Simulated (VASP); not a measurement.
Write the native input for VASP 6.6.1 that does the following.

| Property | Result |
| --- | --- |
| Task | single point |
| Functional | PBE |
| Potentials or basis | VASP PAW PBE potentials, release 64 (Sn_d, O) |
| Cutoff | 520 eV |
| k mesh | 12 × 12 × 12 |
| Occupations | gaussian, width 0.05 eV |
| Spin | no spin polarisation |
| Dipole correction | no |
| Further INCAR settings | ALGO = Normal; EDIFF = 1e-07; NBANDS = 20 |

The structure of SnO2 lies in POSCAR:

```
SnO2
1.0
    1.6976000000      0.9801098170      4.9182553763
   -1.6976000000      0.9801098170      4.9182553763
    0.0000000000     -1.9602196339      4.9182553763
Sn O
1 2
Direct
    0.5000000000      0.5000000000      0.5000000000
    0.2348826742      0.2348826742      0.2348826742
    0.7651173258      0.7651173258      0.7651173258
```

The input as run:

INCAR

```
ALGO     = Normal         # electronic algorithm
EDIFF    = 1E-7           # SCF threshold, eV
ENCUT    = 520            # plane-wave cutoff, eV
GGA      = PE             # functional
ISIF     = 2              # what is computed and relaxed
ISMEAR   = 0              # smearing method
LASPH    = True           # aspherical terms in the spheres
LCHARG   = True           # write CHGCAR
LELF     = True           # ELF
LREAL    = False          # projectors in reciprocal space
LVHAR    = True         
LWAVE    = False          # write WAVECAR
NBANDS   = 20             # bands
NELM     = 100            # most SCF steps
PREC     = Accurate       # precision mode
SIGMA    = 0.05           # smearing width, eV
```

KPOINTS

```
k-points
0
Gamma
  12 12 12
```

Potentials or basis: VASP PAW PBE potentials, release 64 (Sn_d, O).

Command:

```bash
$ cat potpaw_PBE.64/Sn_d/POTCAR potpaw_PBE.64/O/POTCAR > POTCAR
$ mpirun -np 1 vasp_std > vasp.out
```

It gave:

```
Pressure               : -12.2 GPa
Largest force          : 0.680 eV/Å
Band gap on the k mesh : 1.12 eV (least direct gap 1.21 eV)
```

Caveat: the cell stands under tension; spin-orbit coupling is left out, which moves the levels of the heavy elements.

Wall time 3.4 min on 1 thread of AMD EPYC 9R45 96-Core Processor (Zen 5), with other jobs on the host, peak memory 0.32 GiB.
